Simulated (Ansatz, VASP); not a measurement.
**Two plane-wave programs on TiCo3**

```xyz
4
Lattice="3.6140 0.0000 0.0000 0.0000 3.6140 0.0000 0.0000 0.0000 3.6140" Properties=species:S:1:pos:R:3 pbc="T T T"
Ti    0.0000    0.0000    0.0000
Co    0.0000    1.8070    1.8070
Co    1.8070    0.0000    1.8070
Co    1.8070    1.8070    0.0000
```

Alike in both runs: task relaxation of cell and atoms; functional PBEsol; k mesh 6 × 6 × 6; occupations gaussian, width 0.1 eV; collinear spin.

|  | VASP | Ansatz |
| --- | --- | --- |
| version | VASP 6.6.1 | Ansatz 0.2.0 |
| potentials or method | VASP PAW PBE potentials, release 64 (Ti_sv, Co), cutoff 600 eV | scalar-relativistic, plane waves, PAW |
| valence electrons in the cell | 39 | 63 |

```tsv
	VASP	Ansatz	Ansatz less VASP
gap on the k mesh at the Fermi level, each at its own relaxed structure (eV)	none	none	-
net moment per atom (μB)	0.00	0.64	+0.638
size of the moment on the site where the two differ most (μB)	0.00	1.01	+1.011
relaxed volume (Å³/atom)	10.95	11.18	+0.228
relaxed cell length with the largest relative difference (Å)	3.525	3.550	+0.0243
```

The net moments are unlike, so the other rows may belong to different states. VASP's potentials were made for PBE, not for PBEsol. Site moments also hang on the region over which each program counts them. A gap of «none» marks a metal or a gap that the smearing closes. VASP's potentials hold 39 valence electrons a cell and Ansatz's 63, so a difference there can come from the potentials and not from the codes.
